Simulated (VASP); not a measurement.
# Ti (Fm-3m) in VASP: a series of runs

The runs below take Ti through single point, relaxation of cell and atoms, with LDA.

All numbers are computed with VASP 6.6.1; they aren't measurements. Logs are shortened: lines on timing, memory, paths and dates and some standing lists are left out, and cuts for length are marked.

**1. The cell of the first run**

Symmetry: Fm-3m, No. 225, cubic system. Conventional cell: a = 3.851 Å, b = 3.851 Å, c = 3.851 Å, α = 90.00°, β = 90.00°, γ = 90.00°. Ti (site symmetry m-3m) has 12 Ti at 2.72 Å within 3.6 Å.

**2. Single point, LDA**

Contents of INCAR:

```
ALGO = Normal ; EDIFF = 1E-6
ENCUT = 520 ; GGA = CA
ISIF = 2 ; ISMEAR = -1
LASPH = T ; LCHARG = F
LREAL = F ; LWAVE = F
NBANDS = 12 ; NELM = 60
PREC = Accurate ; SIGMA = 0.05
```

Contents of KPOINTS:

```
k-points
0
Gamma
  17 17 17
```

Contents of POSCAR:

```
Ti
1.0
    0.0000000000      1.9256460978      1.9256460978
    1.9256460978      0.0000000000      1.9256460978
    1.9256460978      1.9256460978      0.0000000000
Ti
1
Direct
    0.0000000000      0.0000000000      0.0000000000
```

Potentials or basis: VASP PAW LDA potentials, release 64 (Ti_sv).

Command:

```
$ cat potpaw_LDA.64/Ti_sv/POTCAR > POTCAR
$ mpirun -np 1 vasp_std > vasp.out
```

OUTCAR:

```text
EDIFF = 1E-6
   ENCUT = 520
   GGA = CA
   ISIF = 2
   ISMEAR = -1
   LASPH = T
   LREAL = F
   NELM = 60
   PREC = Accurate

 ion  position               nearest neighbor table
   1  0.000  0.000  0.000-

  LATTYP: Found a face centered cubic cell.
 ALAT       =     3.8512921956

  Lattice vectors:

 A1 = (   0.0000000000,   1.9256460978,   1.9256460978)
 A2 = (   1.9256460978,   0.0000000000,   1.9256460978)
 A3 = (   1.9256460978,   1.9256460978,   0.0000000000)

Analysis of symmetry for initial positions (statically):
=====================================================================
 Subroutine PRICEL returns:
 Original cell was already a primitive cell.

 Routine SETGRP: Setting up the symmetry group for a
 face centered cubic supercell.

 Subroutine GETGRP returns: Found 48 space group operations
 (whereof 48 operations were pure point group operations)
 out of a pool of 48 trial point group operations.

The static configuration has the point symmetry O_h .

Analysis of symmetry for dynamics (positions and initial velocities):
=====================================================================
 Subroutine PRICEL returns:
 Original cell was already a primitive cell.

 Routine SETGRP: Setting up the symmetry group for a
 face centered cubic supercell.

 Subroutine GETGRP returns: Found 48 space group operations
 (whereof 48 operations were pure point group operations)
 out of a pool of 48 trial point group operations.

The dynamic configuration has the point symmetry O_h .

 Subroutine INISYM returns: Found 48 space group operations
 (whereof 48 operations are pure point group operations),
 and found     1 'primitive' translations

----------------------------------------------------------------------------------------

                                     Primitive cell

  volume of cell :      14.2810

  direct lattice vectors                    reciprocal lattice vectors
     0.000000000  1.925646098  1.925646098    -0.259653111  0.259653111  0.259653111
     1.925646098  0.000000000  1.925646098     0.259653111 -0.259653111  0.259653111
     1.925646098  1.925646098  0.000000000     0.259653111  0.259653111 -0.259653111

  length of vectors
     2.723274828  2.723274828  2.723274828     0.449732381  0.449732381  0.449732381

  position of ions in fractional coordinates (direct lattice)
     0.000000000  0.000000000  0.000000000

  ion indices of the primitive-cell ions
   primitive index   ion index
                 1           1

----------------------------------------------------------------------------------------

 KPOINTS: k-points

Automatic generation of k-mesh.
 Grid dimensions read from file:
 generate k-points for:   17   17   17

 Generating k-lattice:

  Cartesian coordinates                     Fractional coordinates (reciprocal lattice)
    -0.015273712  0.015273712  0.015273712     0.058823529  0.000000000  0.000000000
     0.015273712 -0.015273712  0.015273712     0.000000000  0.058823529  0.000000000
     0.015273712  0.015273712 -0.015273712     0.000000000  0.000000000  0.058823529

  Length of vectors
     0.026454846  0.026454846  0.026454846

  Shift w.r.t. Gamma in fractional coordinates (k-lattice)
     0.000000000  0.000000000  0.000000000

 Subroutine IBZKPT returns following result:
 ===========================================

 Found    165 irreducible k-points:

 Following reciprocal coordinates:
            Coordinates               Weight
  0.000000  0.000000  0.000000      1.000000
  0.058824  0.000000  0.000000      8.000000
  0.117647  0.000000  0.000000      8.000000
  0.176471  0.000000  0.000000      8.000000
  0.235294  0.000000  0.000000      8.000000
  0.294118  0.000000  0.000000      8.000000
[... 16 lines left out ...]
 -0.176471  0.058824  0.000000     24.000000
 -0.117647  0.058824  0.000000     24.000000
 [... further k-points ...]
   k-points           NKPTS =    165   k-points in BZ     NKDIM =    165   number of bands    NBANDS=     12
   number of dos      NEDOS =    301   number of ions     NIONS =      1
   total plane-waves  NPLWV =   8000
   dimension x,y,z NGX =    20 NGY =   20 NGZ =   20
   dimension x,y,z NGXF=    40 NGYF=   40 NGZF=   40
   ions per type =               1
   NGX,Y,Z   is equivalent  to a cutoff of  12.21, 12.21, 12.21 a.u.
   NGXF,Y,Z  is equivalent  to a cutoff of  24.42, 24.42, 24.42 a.u.
 SYSTEM =  unknown system
   PREC   = accura    normal or accurate (medium, high low for compatibility)
   ISTART =      0    job   : 0-new  1-cont  2-samecut
   ICHARG =      2    charge: 1-file 2-atom 10-const
   ISPIN  =      1    spin polarized calculation?
   LNONCOLLINEAR =      F non collinear calculations
   LSORBIT =      F    spin-orbit coupling
   LASPH  =      T    aspherical Exc in radial PAW
   ENCUT  =  520.0 eV  38.22 Ry    6.18 a.u.   5.06  5.06  5.06*2*pi/ulx,y,z
   NELM   =     60;   NELMIN=  2; NELMDL= -5     # of ELM steps
   EDIFF  = 0.1E-05   stopping-criterion for ELM
   LREAL  =      F    real-space projection
   EDIFFG = 0.1E-04   stopping-criterion for IOM
   NSW    =      0    number of steps for IOM
   IBRION =     -1    ionic relax: 0-MD 1-quasi-New 2-CG
   NFREE  =      0    steps in history (QN), initial steepest desc. (CG)
   ISIF   =      2    stress and relaxation
   ISYM   =      2    0-nonsym 1-usesym 2-fastsym
   POTIM  = 0.5000    time-step for ionic-motion
   TEBEG  =    0.0;   TEEND  =   0.0 temperature during run
   PSTRESS=    0.0 pullay stress
   NELECT =      12.0000    total number of electrons
   NUPDOWN=      -1.0000    fix difference up-down
   EMIN   =  10.00;   EMAX   =-10.00  energy-range for DOS
   EFERMI =   0.00;   METHOD = LEGACY
   ISMEAR =    -1;   SIGMA  =   0.05  broadening in eV -4-tet -1-fermi 0-gaus
   EFERMI_NEDOS =   21; number of points for ismear=-14 and -15
   IALGO  =     38    algorithm
   IMIX   =      4    mixing-type and parameters
     AMIX     =   0.40;   BMIX     =  1.00
     AMIX_MAG =   1.60;   BMIX_MAG =  1.00
  volume/ion in A,a.u.               =      14.28        96.37
  Fermi-wavevector in a.u.,A,eV,Ry     =   1.544835  2.919315 32.470511  2.386515
  Thomas-Fermi vector in A             =   2.650299
   LORBIT       =      0    0 simple, 1 ext, 2 COOP (PROOUT), +10 PAW based schemes
   GGA     = CA    functional components
   LHFCALC =     F    Hartree Fock is set to
   AEXX    =    0.0000 exact exchange contribution
   IVDW    =     0    specifies the selected vdW correction
   LEPSILON=     F    determine dielectric tensor
   LRPA    =     F    only Hartree local field effects (RPA)
 non-spin polarized calculation
  energy-cutoff  :      520.00
  volume of cell :       14.28
 maximum number of plane-waves:       392
   NGX = 11   NGY = 11   NGZ = 11

 number of electron      11.9999994 magnetization

 Free energy of the ion-electron system (eV)
  ---------------------------------------------------
  ext. energy  EPLUGINS =         0.00000000
  ---------------------------------------------------
  free energy    TOTEN  =        -8.42315988 eV

  energy without entropy =       -8.41212336  energy(sigma->0) =       -8.41764162

 E-fermi :  10.2473     XC(G=0): -12.7524

 val. band max:       10.2336510782   @ k =  -0.4706   0.1176   0.0000
 cond. band min:      10.2636398814   @ k =   0.2941   0.0000   0.0000
 fundamental gap:      0.0299888032
 Fermi energy:        10.2472706755

 k-point     1 :       0.0000    0.0000    0.0000
  band No.  band energies     occupation
      1     -45.5280      2.00000
      2     -21.4281      2.00000
      3     -21.4281      2.00000
      4     -21.4281      2.00000
      5       3.8379      2.00000
      6      11.1669      0.00000
      7      11.1669      0.00000
      8      11.1669      0.00000
      9      13.2687      0.00000
     10      13.2687      0.00000
     11      26.6626      0.00000
     12      32.0591      0.00000

 k-point     2 :       0.0588    0.0000    0.0000
  band No.  band energies     occupation
      1     -45.5188      2.00000
      2     -21.4737      2.00000
      3     -21.4335      2.00000
      4     -21.4335      2.00000
      5       3.9744      2.00000
      6      11.0771      0.00000
      7      11.2197      0.00000
      8      11.2197      0.00000
      9      13.2314      0.00000
     10      13.2314      0.00000
     11      26.8263      0.00000
     12      31.1179      0.00000

 k-point     3 :       0.1176    0.0000    0.0000
  band No.  band energies     occupation
      1     -45.4924      2.00000
      2     -21.6033      2.00000
      3     -21.4488      2.00000
      4     -21.4488      2.00000
      5       4.3690      2.00000
      6      10.8400      0.00001
      7      11.3537      0.00000
      8      11.3537      0.00000
      9      13.1512      0.00000
     10      13.1512      0.00000
     11      27.2170      0.00000
     12      29.4248      0.00000
[... 286 lines left out ...]
 k-point    23 :      -0.1765    0.0588    0.0000
  band No.  band energies     occupation
      1     -45.4296      2.00000
      2     -21.8811      2.00000
      3     -21.5231      2.00000
      4     -21.4681      2.00000
      5       5.3170      2.00000
      6      10.3691      0.16096
      7      11.5021      0.00000
      8      11.5930      0.00000
      9      12.8488      0.00000
     10      13.4507      0.00000
     11      26.8976      0.00000
     12      27.9655      0.00000

 k-point    24 :      -0.1176    0.0588    0.0000
  band No.  band energies     occupation
      1     -45.4728      2.00000
      2     -21.6811      2.00000
      3     -21.4901      2.00000
      4     -21.4469      2.00000
      5       4.6636      2.00000
      6      10.6574      0.00055
      7      11.4503      0.00000
      8      11.4567      0.00000
      9      12.9080      0.00000
     10      13.3114      0.00000
     11      27.4443      0.00000
     12      28.7660      0.00000

 [... further k-points ...]
[... 5 lines left out ...]
  --------------------------------------------------------------------------------------
  -------------------------------------------------------------------------------------
  Total        1.4869487      1.4869487      1.4869487     -0.0000000     -0.0000000      0.0000000
  in kB      166.8196275    166.8196275    166.8196275     -0.0000000     -0.0000000      0.0000000
  external PRESSURE =     166.8196275 kB  Pullay stress =       0.0000000 kB

 VOLUME and BASIS-vectors are now :
 -----------------------------------------------------------------------------
  energy-cutoff  :      520.00
  volume of cell :       14.28
      direct lattice vectors                 reciprocal lattice vectors
     0.000000000  1.925646098  1.925646098    -0.259653111  0.259653111  0.259653111
     1.925646098  0.000000000  1.925646098     0.259653111 -0.259653111  0.259653111
     1.925646098  1.925646098  0.000000000     0.259653111  0.259653111 -0.259653111

 POSITION                                       TOTAL-FORCE (eV/Angst)
 -----------------------------------------------------------------------------------
      0.00000      0.00000      0.00000        -0.000000     -0.000000     -0.000000
 -----------------------------------------------------------------------------------
    total drift:                                0.000000     -0.000000      0.000000

  FREE ENERGIE OF THE ION-ELECTRON SYSTEM (eV)
  ---------------------------------------------------
  free  energy   TOTEN  =        -8.4231598794 eV

  energy  without entropy=       -8.4121233594  energy(sigma->0) =       -8.41764162
```

Wall time 9.6 s (1 thread of Intel Xeon 6975P-C (Granite Rapids), shared host); peak memory 0.13 GiB.

Results:

```
Free energy            : -8.4232 eV
Pressure               : 16.7 GPa
Band gap on the k mesh : zero (band 6 reaches 11.17 eV, above the bottom of band 7 at 9.70 eV)
```

Levels at points of the mesh, in eV from the Fermi level:
```csv
k point,band 3,band 4,band 5,band 6,band 7,band 8,band 9,band 10
"(0.00, 0.00, 0.00)",-31.68,-31.68,-6.41,0.92,0.92,0.92,3.02,3.02
```

**3. Single point, LDA**

Contents of INCAR:

```
ALGO     = Normal         # electronic algorithm
EDIFF    = 1E-6           # SCF threshold, eV
ENCUT    = 520            # plane-wave cutoff, eV
ISIF     = 2              # what is computed and relaxed
ISMEAR   = -1             # smearing method
LASPH    = T              # aspherical terms in the spheres
LCHARG   = T              # write CHGCAR
LELF     = T              # ELF
LREAL    = F              # projectors in reciprocal space
LVHAR    = T            
LWAVE    = F              # write WAVECAR
NBANDS   = 12             # bands
NELM     = 100            # most SCF steps
PREC     = Accurate       # precision mode
SIGMA    = 0.05           # smearing width, eV
```

KPOINTS is that of step 2.

POSCAR is that of step 2.

Potentials or basis: VASP PAW LDA potentials, release 64 (Ti_sv).

Command:

```
$ cat potpaw_LDA.64/Ti_sv/POTCAR > POTCAR
$ mpirun -np 1 vasp_std > vasp.out
```

OUTCAR:

```text
EDIFF = 1E-6
   ENCUT = 520
   ISIF = 2
   ISMEAR = -1
   LASPH = T
   LREAL = F
   NELM = 100
   PREC = Accurate

 ion  position               nearest neighbor table
   1  0.000  0.000  0.000-

  LATTYP: Found a face centered cubic cell.
 ALAT       =     3.8512921956

  Lattice vectors:

 A1 = (   0.0000000000,   1.9256460978,   1.9256460978)
 A2 = (   1.9256460978,   0.0000000000,   1.9256460978)
 A3 = (   1.9256460978,   1.9256460978,   0.0000000000)

Analysis of symmetry for initial positions (statically):
=====================================================================
 Subroutine PRICEL returns:
 Original cell was already a primitive cell.

 Routine SETGRP: Setting up the symmetry group for a
 face centered cubic supercell.

 Subroutine GETGRP returns: Found 48 space group operations
 (whereof 48 operations were pure point group operations)
 out of a pool of 48 trial point group operations.

The static configuration has the point symmetry O_h .

Analysis of symmetry for dynamics (positions and initial velocities):
=====================================================================
 Subroutine PRICEL returns:
[... 158 lines left out ...]
 fundamental gap:      0.0299888032
 Fermi energy:        10.2472706755

 k-point     1 :       0.0000    0.0000    0.0000
  band No.  band energies     occupation
      1     -45.5280      2.00000
      2     -21.4281      2.00000
      3     -21.4281      2.00000
      4     -21.4281      2.00000
      5       3.8379      2.00000
      6      11.1669      0.00000
      7      11.1669      0.00000
      8      11.1669      0.00000
      9      13.2687      0.00000
     10      13.2687      0.00000
     11      26.6626      0.00000
     12      32.0591      0.00000
[... 331 lines left out ...]
 k-point    24 :      -0.1176    0.0588    0.0000
  band No.  band energies     occupation
      1     -45.4728      2.00000
      2     -21.6811      2.00000
      3     -21.4901      2.00000
      4     -21.4469      2.00000
      5       4.6636      2.00000
      6      10.6574      0.00055
      7      11.4503      0.00000
      8      11.4567      0.00000
      9      12.9080      0.00000
     10      13.3114      0.00000
     11      27.4443      0.00000
     12      28.7660      0.00000

 [... further k-points ...]
[... 5 lines left out ...]
  --------------------------------------------------------------------------------------
  -------------------------------------------------------------------------------------
  Total        1.4869487      1.4869487      1.4869487     -0.0000000     -0.0000000      0.0000000
  in kB      166.8196275    166.8196275    166.8196275     -0.0000000     -0.0000000      0.0000000
  external PRESSURE =     166.8196275 kB  Pullay stress =       0.0000000 kB

 VOLUME and BASIS-vectors are now :
 -----------------------------------------------------------------------------
  energy-cutoff  :      520.00
  volume of cell :       14.28
      direct lattice vectors                 reciprocal lattice vectors
     0.000000000  1.925646098  1.925646098    -0.259653111  0.259653111  0.259653111
     1.925646098  0.000000000  1.925646098     0.259653111 -0.259653111  0.259653111
     1.925646098  1.925646098  0.000000000     0.259653111  0.259653111 -0.259653111

 POSITION                                       TOTAL-FORCE (eV/Angst)
 -----------------------------------------------------------------------------------
      0.00000      0.00000      0.00000        -0.000000     -0.000000     -0.000000
 -----------------------------------------------------------------------------------
    total drift:                                0.000000     -0.000000      0.000000

  FREE ENERGIE OF THE ION-ELECTRON SYSTEM (eV)
  ---------------------------------------------------
  free  energy   TOTEN  =        -8.4231598794 eV

  energy  without entropy=       -8.4121233594  energy(sigma->0) =       -8.41764162
```

stdout:

```text
POSCAR found type information on POSCAR Ti
 POSCAR found :  1 types and       1 ions
 scaLAPACK will be used
 LDA part: xc-table for (Slater(with rela. corr.)+CA(PZ))
 , standard interpolation
 POSCAR, INCAR and KPOINTS ok, starting setup
 FFT: planning ... GRIDC
 FFT: planning ... GRID_SOFT
 FFT: planning ... GRID
 WAVECAR not read
 entering main loop
```

Run time: 11 s. Hardware: 1 thread of Intel Xeon 6975P-C (Granite Rapids), shared host; peak memory 0.14 GiB.

Results:

* Free energy: -8.4232 eV
* Pressure: 16.7 GPa
* Band gap on the k mesh: zero (band 6 reaches 11.17 eV, above the bottom of band 7 at 9.70 eV)

Levels at points of the mesh, in eV from the Fermi level:
```csv
k point,band 4,band 5,band 6,band 7,band 8,band 9
"(0.00, 0.00, 0.00)",-31.68,-6.41,0.92,0.92,0.92,3.02
```

**4. Relaxation of cell and atoms, LDA, target pressure 17 GPa, at which the enthalpy is minimised**

Contents of INCAR:

```
PREC = Accurate
ENCUT = 600
EDIFF = 1E-7
ISMEAR = -1
SIGMA = 0.05
LREAL = False
LASPH = True
NELM = 100
ALGO = Normal
ISIF = 3
LWAVE = False
LCHARG = False
IBRION = 2
NSW = 32
EDIFFG = -0.005
PSTRESS = 170.0
```

Contents of KPOINTS:

```
regular mesh
0
Gamma
  17 17 17
```

POSCAR is that of step 3.

Command:

```
$ cat potpaw_LDA.64/Ti_sv/POTCAR > POTCAR
$ mpirun -np 1 vasp_std > vasp.out
```

It took 22 s on 1 thread of Intel Xeon 6975P-C (Granite Rapids), shared host; peak memory 0.16 GiB.

The run converged. Its results:

| Property | Result |
| --- | --- |
| Free energy | -8.4194 eV |
| Relaxed volume | 14.25 Å³/atom |
| Relaxed cell | a = 2.721 Å, b = 2.721 Å, c = 2.721 Å, α = 60.00°, β = 60.00°, γ = 60.00° |
| Space group after relaxing (to 0.05 Å) | Fm-3m (No. 225) |
| Energy change on relaxing (the enthalpy is what falls) | +3.4 meV/atom |
| Ionic steps | 3 |
| Pressure after relaxing | 17.0 GPa |
| Band gap on the k mesh | zero (band 6 reaches 11.20 eV, above the bottom of band 7 at 9.72 eV) |

The path:
```tsv
step	energy change (eV)	largest force (eV/Å)	pressure (GPa)	volume (Å³)
1	0.0000	0.0000	16.67	14.28
2	0.0064	0.0000	17.35	14.22
3	0.0034	0.0000	17.01	14.25
```

Final structure:
```cif
data_structure
_symmetry_space_group_name_H-M 'P 1'
_symmetry_Int_Tables_number 1
_cell_length_a 2.7212
_cell_length_b 2.7212
_cell_length_c 2.7212
_cell_angle_alpha 60.000
_cell_angle_beta 60.000
_cell_angle_gamma 60.000
_cell_volume 14.25
loop_
_atom_site_label
_atom_site_type_symbol
_atom_site_fract_x
_atom_site_fract_y
_atom_site_fract_z
_atom_site_occupancy
Ti1 Ti 0.00000 0.00000 0.00000 1
```

Levels at points of the mesh, in eV from the Fermi level:
```csv
k point,band 3,band 4,band 5,band 6,band 7,band 8,band 9,band 10
"(0.00, 0.00, 0.00)",-31.67,-31.67,-6.41,0.92,0.92,0.92,3.03,3.03
```

Caveat: the cell is relaxed towards a set pressure, so the enthalpy falls and the energy may rise.

(Part 1 of 2 ends here.)
